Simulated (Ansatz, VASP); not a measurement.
One calculation of GaSb3, two programs

File INCAR:

```
SYSTEM = GaSb3
PREC = Accurate ; ENCUT = 500
EDIFF = 1E-6 ; ISMEAR = -1
SIGMA = 0.05 ; LREAL = .FALSE.
LASPH = .TRUE. ; NELM = 120
ALGO = Normal ; ISIF = 2
LWAVE = .FALSE. ; LCHARG = .FALSE.
NBANDS = 22 ; GGA_COMPAT = .FALSE.
```

File KPOINTS:

```
regular mesh
0
G
  6 6 6
  0 0 0
```

File POSCAR:

```
GaSb3
1.0
    0.0000000000      3.7796874061      3.7796874061
    3.7796874061      0.0000000000      3.7796874061
    3.7796874061      3.7796874061      0.0000000000
Sb Ga
3 1
Direct
    0.5000000000      0.5000000000      0.5000000000
    0.7500000000      0.7500000000      0.7500000000
    0.2500000000      0.2500000000      0.2500000000
    0.0000000000      0.0000000000      0.0000000000
```

File input.yaml:

```yaml
crystal:
  lattice:
    - [0.0, 3.7796874061, 3.7796874061]
    - [3.7796874061, 0.0, 3.7796874061]
    - [3.7796874061, 3.7796874061, 0.0]
  atoms:
    - { symbol: Sb, position: [0.5, 0.5, 0.5] }
    - { symbol: Sb, position: [0.75, 0.75, 0.75] }
    - { symbol: Sb, position: [0.25, 0.25, 0.25] }
    - { symbol: Ga, position: [0.0, 0.0, 0.0] }
hamiltonian:
  xc: lda
  pseudopotentials: { kind: paw }
kpoints:
  mp_grid: { grid: [6, 6, 6] }
scf:
  occupations: { method: fermi_dirac, width: 0.05 }
output:
  forces: true
  stress: true
  eigenvalues: true
  write_density: true
  write_potential: true
  elf: true
  volumetric_format: npy
```

Alike in both runs: task single point; functional LDA; k mesh 6 × 6 × 6; occupations fermi-dirac, width 0.05 eV; no spin polarisation.

```csv
,VASP,Ansatz
version,VASP 6.6.1,Ansatz 0.2.0
potentials or method,"VASP PAW LDA potentials, release 64 (Sb, Ga_d)",Ansatz PAW
plane-wave cutoff (eV),500,420
valence electrons in the cell,28,58
```

```csv
,VASP,Ansatz,Ansatz less VASP
gap on the k mesh at the Fermi level (eV),none,none,-
pressure (GPa),-6.0,-6.0,-0.01
```

LDA's correlation is that of Perdew and Zunger in VASP and of Perdew and Wang (1992) in Ansatz. A gap of «none» marks a metal or a gap that the smearing closes. VASP's potentials hold 28 valence electrons a cell and Ansatz's 58, so a difference there can come from the potentials and not from the codes.

Spin-orbit coupling is off throughout.
